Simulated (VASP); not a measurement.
# Zn (R-3m) in VASP: relaxation of cell and atoms with PBE

Aim: the relaxation of cell and atoms of Zn with PBE.

Everything below comes from runs of VASP 6.6.1. Logs are shortened: lines on timing, memory, paths and dates and some standing lists are left out, and cuts for length are marked.

**1. The cell of the first run**

It takes space group R-3m (No. 166, trigonal). The conventional cell has a = 2.635 Å, b = 2.635 Å, c = 7.638 Å, α = 90.00°, β = 90.00°, γ = 120.00°. Zn (site symmetry -3m) has 12 Zn at 2.64 to 2.97 Å within 3.5 Å.

**2. Relaxation of cell and atoms, PBE**

Contents of INCAR:

```
SYSTEM = Zn
ALGO     = Normal         ! electronic algorithm
EDIFF    = 1E-7           ! SCF threshold, eV
EDIFFG   = -0.01          ! ionic threshold
ENCUT    = 600            ! plane-wave cutoff, eV
GGA      = PE             ! functional
IBRION   = 2              ! ionic algorithm
ISIF     = 3              ! what is computed and relaxed
ISMEAR   = 0              ! smearing method
LASPH    = .TRUE.         ! aspherical terms in the spheres
LCHARG   = .FALSE.        ! write CHGCAR
LREAL    = .FALSE.        ! projectors in reciprocal space
LWAVE    = .FALSE.        ! write WAVECAR
NELM     = 100            ! most SCF steps
NSW      = 65             ! ionic steps
PREC     = Accurate       ! precision mode
SIGMA    = 0.1            ! smearing width, eV
```

Contents of KPOINTS:

```
k-points
0
G
  18 18 7
  0 0 0
```

Contents of POSCAR:

```
Zn
1.0
    2.6350410099      0.0000000000      0.0000000000
   -1.3175205050      2.2820124546      0.0000000000
    0.0000000000      0.0000000000      7.6379861892
Zn
3
Direct
    0.0000000000      0.0000000000      0.0000000000
    0.3333333333      0.6666666667      0.3333333333
    0.6666666667      0.3333333333      0.6666666667
```

Potentials or basis: VASP PAW PBE potentials, release 64 (Zn).

Launch:

```sh
> cat potpaw_PBE.64/Zn/POTCAR > POTCAR
> mpirun -np 1 vasp_std > vasp.out
```

OUTCAR:

```text
SYSTEM = Zn
   EDIFF = 1E-7
   EDIFFG = -0.01
   ENCUT = 600
   GGA = PE
   IBRION = 2
   ISIF = 3
   ISMEAR = 0
   LASPH = .TRUE.
   LREAL = .FALSE.
   NELM = 100
   NSW = 65
   PREC = Accurate

 ion  position               nearest neighbor table
   1  0.000  0.000  0.000-   2 2.97   3 2.97   3 2.97   2 2.97   3 2.97   2 2.97
   2  0.333  0.667  0.333-   1 2.97   1 2.97   1 2.97   3 2.97   3 2.97   3 2.97
   3  0.667  0.333  0.667-   1 2.97   1 2.97   1 2.97   2 2.97   2 2.97   2 2.97

  LATTYP: Found a hexagonal cell.
 ALAT       =     2.6350410099
 C/A-ratio  =     2.8986213727

  Lattice vectors:

 A1 = (   2.6350410099,   0.0000000000,   0.0000000000)
 A2 = (  -1.3175205050,   2.2820124546,   0.0000000000)
 A3 = (   0.0000000000,   0.0000000000,   7.6379861892)

Analysis of symmetry for initial positions (statically):
=====================================================================
 Subroutine PRICEL returns following result:

  LATTYP: Found a trigonal (rhomboedric) cell.
 ALAT       =     2.9659017063
 COS(alpha) =     0.6053326007

  Lattice vectors:

 A1 = (   1.3175205048,  -0.7606708181,   2.5459953961)
 A2 = (  -0.0000000002,   1.5213416365,   2.5459953961)
 A3 = (  -1.3175205047,  -0.7606708184,   2.5459953969)

   3 primitive cells build up your supercell.

 Routine SETGRP: Setting up the symmetry group for a
 hexagonal supercell.

 Subroutine GETGRP returns: Found 12 space group operations
 (whereof 12 operations were pure point group operations)
 out of a pool of 24 trial point group operations.

The static configuration has the point symmetry D_3d.

Analysis of symmetry for dynamics (positions and initial velocities):
=====================================================================
 Subroutine PRICEL returns following result:

  LATTYP: Found a trigonal (rhomboedric) cell.
 ALAT       =     2.9659017063
 COS(alpha) =     0.6053326007

  Lattice vectors:

 A1 = (   1.3175205048,  -0.7606708181,   2.5459953961)
 A2 = (  -0.0000000002,   1.5213416365,   2.5459953961)
 A3 = (  -1.3175205047,  -0.7606708184,   2.5459953969)

   3 primitive cells build up your supercell.

 Routine SETGRP: Setting up the symmetry group for a
 hexagonal supercell.

 Subroutine GETGRP returns: Found 12 space group operations
 (whereof 12 operations were pure point group operations)
 out of a pool of 24 trial point group operations.

The dynamic configuration has the point symmetry D_3d.

 Subroutine INISYM returns: Found 12 space group operations
 (whereof 12 operations are pure point group operations),
 and found     3 'primitive' translations

----------------------------------------------------------------------------------------

                                     Primitive cell

  volume of cell :      15.3096

  direct lattice vectors                    reciprocal lattice vectors
     1.317520505 -0.760670818  2.545995396     0.379500735 -0.219104851  0.130924562
    -0.000000000  1.521341636  2.545995396     0.000000000  0.438209703  0.130924562
    -1.317520505 -0.760670818  2.545995397    -0.379500735 -0.219104852  0.130924562

  length of vectors
     2.965901706  2.965901706  2.965901707     0.457349959  0.457349959  0.457349959

  position of ions in fractional coordinates (direct lattice)
     0.000000000  0.000000000  0.000000000

  ion indices of the primitive-cell ions
   primitive index   ion index
                 1           1

----------------------------------------------------------------------------------------

 KPOINTS: k-points

Automatic generation of k-mesh.
 Grid dimensions read from file:
 generate k-points for:   18   18    7

 Generating k-lattice:

  Cartesian coordinates                     Fractional coordinates (reciprocal lattice)
     0.021083374  0.012172492  0.000000000     0.055555556  0.000000000  0.000000000
     0.000000000  0.024344984  0.000000000     0.000000000  0.055555556  0.000000000
     0.000000000  0.000000000  0.018703509     0.000000000  0.000000000  0.142857143

  Length of vectors
     0.024344984  0.024344984  0.018703509

  Shift w.r.t. Gamma in fractional coordinates (k-lattice)
     0.000000000  0.000000000  0.000000000

 Subroutine IBZKPT returns following result:
 ===========================================

 Found    229 irreducible k-points:

 Following reciprocal coordinates:
            Coordinates               Weight
  0.000000  0.000000  0.000000      1.000000
  0.055556  0.000000  0.000000      6.000000
  0.111111  0.000000  0.000000      6.000000
  0.166667  0.000000  0.000000      6.000000
  0.222222  0.000000  0.000000      6.000000
  0.277778  0.000000  0.000000      6.000000
[... 16 lines left out ...]
  0.333333  0.111111  0.000000     12.000000
  0.388889  0.111111  0.000000     12.000000
 [... further k-points ...]
   k-points           NKPTS =    229   k-points in BZ     NKDIM =    229   number of bands    NBANDS=     22
   number of dos      NEDOS =    301   number of ions     NIONS =      3
   total plane-waves  NPLWV =  36864
   dimension x,y,z NGX =    24 NGY =   24 NGZ =   64
   dimension x,y,z NGXF=    48 NGYF=   48 NGZF=  128
   ions per type =               3
   NGX,Y,Z   is equivalent  to a cutoff of  15.14, 15.14, 13.93 a.u.
   NGXF,Y,Z  is equivalent  to a cutoff of  30.28, 30.28, 27.86 a.u.
 SYSTEM =  Zn
   PREC   = accura    normal or accurate (medium, high low for compatibility)
   ISTART =      0    job   : 0-new  1-cont  2-samecut
   ICHARG =      2    charge: 1-file 2-atom 10-const
   ISPIN  =      1    spin polarized calculation?
   LNONCOLLINEAR =      F non collinear calculations
   LSORBIT =      F    spin-orbit coupling
   LASPH  =      T    aspherical Exc in radial PAW
   ENCUT  =  600.0 eV  44.10 Ry    6.64 a.u.   5.26  5.26 15.25*2*pi/ulx,y,z
   NELM   =    100;   NELMIN=  2; NELMDL= -5     # of ELM steps
   EDIFF  = 0.1E-06   stopping-criterion for ELM
   LREAL  =      F    real-space projection
   EDIFFG = -.1E-01   stopping-criterion for IOM
   NSW    =     65    number of steps for IOM
   IBRION =      2    ionic relax: 0-MD 1-quasi-New 2-CG
   NFREE  =      1    steps in history (QN), initial steepest desc. (CG)
   ISIF   =      3    stress and relaxation
   ISYM   =      2    0-nonsym 1-usesym 2-fastsym
   POTIM  = 0.5000    time-step for ionic-motion
   TEBEG  =    0.0;   TEEND  =   0.0 temperature during run
   PSTRESS=    0.0 pullay stress
   NELECT =      36.0000    total number of electrons
   NUPDOWN=      -1.0000    fix difference up-down
   EMIN   =  10.00;   EMAX   =-10.00  energy-range for DOS
   EFERMI =   0.00;   METHOD = LEGACY
   ISMEAR =     0;   SIGMA  =   0.10  broadening in eV -4-tet -1-fermi 0-gaus
   EFERMI_NEDOS =   21; number of points for ismear=-14 and -15
   IALGO  =     38    algorithm
   IMIX   =      4    mixing-type and parameters
     AMIX     =   0.40;   BMIX     =  1.00
     AMIX_MAG =   1.60;   BMIX_MAG =  1.00
  volume/ion in A,a.u.               =      15.31       103.31
  Fermi-wavevector in a.u.,A,eV,Ry     =   1.509434  2.852417 30.999408  2.278392
  Thomas-Fermi vector in A             =   2.619757
   LORBIT       =      0    0 simple, 1 ext, 2 COOP (PROOUT), +10 PAW based schemes
   GGA     = PE    functional components
   LHFCALC =     F    Hartree Fock is set to
   AEXX    =    0.0000 exact exchange contribution
   IVDW    =     0    specifies the selected vdW correction
   LEPSILON=     F    determine dielectric tensor
   LRPA    =     F    only Hartree local field effects (RPA)
 conjugate gradient relaxation of ions
 non-spin polarized calculation
 Gauss-broadening in eV      SIGMA  =   0.10
  energy-cutoff  :      600.00
  volume of cell :       45.93
 maximum number of plane-waves:      1549
 NGX is ok and might be reduce to    24
   NGX = 11   NGY = 11   NGZ = 31

--------------------------------------- Ionic step        1  -------------------------------------------

 number of electron      36.0000003 magnetization

 Free energy of the ion-electron system (eV)
  ---------------------------------------------------
  ext. energy  EPLUGINS =         0.00000000
  ---------------------------------------------------
  free energy    TOTEN  =        -3.26520094 eV

  energy without entropy =       -3.25998719  energy(sigma->0) =       -3.26259407

------------------------ aborting loop because EDIFF is reached ----------------------------------------

  FORCE on cell =-STRESS in cart. coord.  units (eV):
  Direction    XX          YY          ZZ          XY          YZ          ZX
  --------------------------------------------------------------------------------------
  -------------------------------------------------------------------------------------
  Total        0.2040957      0.2040957      0.3191547     -0.0000000      0.0000000     -0.0000000
  in kB        7.1196764      7.1196764     11.1333934     -0.0000000      0.0000000     -0.0000000
  external PRESSURE =       8.4575820 kB  Pullay stress =       0.0000000 kB
[... 207 lines left out ...]
  energy  without entropy=       -3.2638783133  energy(sigma->0) =       -3.26614555

--------------------------------------- Ionic step        7  -------------------------------------------

 number of electron      36.0000007 magnetization

 Free energy of the ion-electron system (eV)
  ---------------------------------------------------
  ext. energy  EPLUGINS =         0.00000000
  ---------------------------------------------------
  free energy    TOTEN  =        -3.26901376 eV

  energy without entropy =       -3.26506945  energy(sigma->0) =       -3.26704160

 E-fermi :   2.8301     XC(G=0): -11.3957

 val. band max:        2.8270619952   @ k =  -0.0556   0.4444   0.4286
 cond. band min:       2.8411600722   @ k =   0.4444   0.1111   0.2857
 fundamental gap:      0.0140980770
 Fermi energy:         2.8300926699

 k-point     1 :       0.0000    0.0000    0.0000
  band No.  band energies     occupation
      1      -7.3000      2.00000
      2      -5.8807      2.00000
      3      -5.8807      2.00000
      4      -5.0209      2.00000
      5      -4.7308      2.00000
      6      -4.7308      2.00000
[... 574 lines left out ...]
      6      -4.8786      2.00000
[... 14 lines left out ...]
     21       5.8164      0.00000
     22       9.0740      0.00000

 [... further k-points ...]
[... 5 lines left out ...]
  --------------------------------------------------------------------------------------
  -------------------------------------------------------------------------------------
  Total       -0.0061587     -0.0061587     -0.0201609      0.0000000     -0.0000000     -0.0000000
  in kB       -0.2106700     -0.2106700     -0.6896392      0.0000000     -0.0000000     -0.0000000
  external PRESSURE =      -0.3703264 kB  Pullay stress =       0.0000000 kB
[... 18 lines left out ...]
  FREE ENERGIE OF THE ION-ELECTRON SYSTEM (eV)
  ---------------------------------------------------
  free  energy   TOTEN  =        -3.2690137555 eV

  energy  without entropy=       -3.2650694516  energy(sigma->0) =       -3.26704160

 reached required accuracy - stopping structural energy minimisation
```

It took 10 min on 1 thread of AMD EPYC 9R45 (Zen 5), shared host; peak memory 0.32 GiB.

Results:

| Property | Result |
| --- | --- |
| Free energy | -3.2690 eV |
| Relaxed volume | 15.61 Å³/atom |
| Relaxed cell | a = 2.631 Å, b = 2.631 Å, c = 7.815 Å, α = 90.00°, β = 90.00°, γ = 120.00° |
| Space group after relaxing (to 0.05 Å) | R-3m (No. 166) |
| Energy gained by relaxing | 1.3 meV/atom |
| Ionic steps | 7 |
| Pressure after relaxing | 0.0 GPa |
| Band gap on the k mesh | zero (band 18 reaches 4.69 eV, above the bottom of band 19 at -0.27 eV) |

The path:
```csv
step,energy change (eV),largest force (eV/Å),pressure (GPa),volume (Å³)
1,0.0000,0.0000,0.85,45.93
2,-0.0017,0.0000,0.07,46.47
3,-0.0018,0.0000,-0.09,46.57
4,-0.0024,0.0000,-0.11,46.61
5,-0.0035,0.0000,-0.12,46.73
6,-0.0032,0.0000,-0.04,46.97
7,-0.0038,0.0000,-0.04,46.84
```

Final structure:
```xyz
3
Lattice="2.6306 0.0000 0.0000 -1.3153 2.2782 0.0000 0.0000 0.0000 7.8154" Properties=species:S:1:pos:R:3 pbc="T T T"
Zn    0.0000    0.0000    0.0000
Zn    0.0000    1.5188    2.6051
Zn    1.3153    0.7594    5.2103
```
